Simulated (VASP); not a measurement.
A run of VASP 6.6.1:

File INCAR:

```
SYSTEM = V2O3
  PREC = Accurate
  ENCUT = 600
  EDIFF = 1E-6
  ISMEAR = 0
  SIGMA = 0.05
  LREAL = .FALSE.
  LASPH = .TRUE.
  NELM = 200
  ALGO = Normal
  ISIF = 2
  LWAVE = .FALSE.
  LCHARG = .FALSE.
  ISPIN = 2
  MAGMOM = 2 2 2 2 0 0 0 0 0 0
  LORBIT = 11
  LMAXMIX = 4
  LDAU = .TRUE.
  LDAUTYPE = 2
  LDAUL = 2 -1
  LDAUU = 3.25 0
  LDAUJ = 0 0
  LDAUPRINT = 1
  GGA = PE
  NBANDS = 59
  GGA_COMPAT = .FALSE.
```

KPOINTS

```
regular mesh
0
G
  4 4 4
  0 0 0
```

Contents of POSCAR:

```
V2O3
1.0
    2.4712000000      1.4267479852      4.6720333333
   -2.4712000000      1.4267479852      4.6720333333
    0.0000000000     -2.8534959704      4.6720333333
V O
4 6
Direct
    0.3467000000      0.3467000000      0.3467000000
    0.1533000000      0.1533000000      0.1533000000
    0.6533000000      0.6533000000      0.6533000000
    0.8467000000      0.8467000000      0.8467000000
    0.5698000000      0.9302000000      0.2500000000
    0.2500000000      0.5698000000      0.9302000000
    0.9302000000      0.2500000000      0.5698000000
    0.4302000000      0.0698000000      0.7500000000
    0.7500000000      0.4302000000      0.0698000000
    0.0698000000      0.7500000000      0.4302000000
```

Potentials or basis: VASP PAW PBE potentials, release 64 (V_sv, O).

The run is started by

```console
$ cat potpaw_PBE.64/V_sv/POTCAR potpaw_PBE.64/O/POTCAR > POTCAR
$ mpirun -np 1 vasp_std > vasp.out
```

Hardware: 1 thread of Intel(R) Xeon(R) Platinum 8259CL CPU @ 2.50GHz (Skylake/Cascade Lake), on a shared host.

Problem. Estimate the wall time of this run.

Solution. Run time: 5 min on 1 thread of Intel(R) Xeon(R) Platinum 8259CL CPU @ 2.50GHz (Skylake/Cascade Lake) (shared host), peak memory 0.46 GiB. Counts: scf iterations 18, k points 13.
